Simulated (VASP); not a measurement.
Wanted: the native input for a VASP 6.6.1 run.

| Item | Value |
| --- | --- |
| Task | single point |
| Functional | PBE |
| Potentials or basis | VASP PAW PBE potentials, release 64 (Sr_sv, V_sv, O) |
| Cutoff | 520 eV |
| k mesh | 10 × 10 × 10 |
| Occupations | gaussian, width 0.1 eV |
| Spin | collinear spin, ferromagnetic start |
| Starting moments | [0.0, 0.29, 0.0, 0.0, 0.0] μB |
| Dipole correction | no |
| Further INCAR settings | ALGO = Normal; EDIFF = 1e-06; NBANDS = 32 |

The structure of SrVO3 lies in POSCAR:

```
SrVO3
1.0
    4.0903938139      0.0000000000      0.0000000000
    0.0000000000      4.0903938139      0.0000000000
    0.0000000000      0.0000000000      3.7199430534
Sr V O
1 1 3
Direct
    0.5000000000      0.5000000000      0.5000000000
    0.0000000000      0.0000000000      0.0000000000
    0.5000000000      0.0000000000      0.0000000000
    0.0000000000      0.5000000000      0.0000000000
    0.0000000000      0.0000000000      0.5000000000
```

This cell differs from its parent crystal: biaxial strain in the a-b plane: +6.0 %, then relaxed in part.

The input as run:

INCAR

```
  ALGO = Normal
  EDIFF = 1E-6
  ENCUT = 520
  GGA = PE
  ISIF = 2
  ISMEAR = 0
  ISPIN = 2
  LASPH = True
  LCHARG = True
  LELF = True
  LMAXMIX = 4
  LORBIT = 11
  LREAL = False
  LVHAR = True
  LWAVE = False
  MAGMOM = 0 0.29 0 0 0
  NBANDS = 32
  NELM = 150
  PREC = Accurate
  SIGMA = 0.1
```

KPOINTS

```
k-points
0
Gamma
  10 10 10
```

Potentials or basis: VASP PAW PBE potentials, release 64 (Sr_sv, V_sv, O).

Command:

```bash
$ cat potpaw_PBE.64/Sr_sv/POTCAR potpaw_PBE.64/V_sv/POTCAR potpaw_PBE.64/O/POTCAR > POTCAR
$ mpirun -np 1 vasp_std > vasp.out
```

It gave:

```json
{"Pressure": "-9.6 GPa", "Net moment": "0.00 μB per cell", "Valence electrons inside the program's atomic spheres": "Sr 7.96; V 11.43; O 4.98, 5.04"}
```

Caveat: the cell differs from its parent crystal (biaxial strain in the a-b plane: +6.0 %, then relaxed in part).

It took 6.8 min on 1 thread of Intel Xeon 6975P-C, on a shared host, peak memory 0.47 GiB.
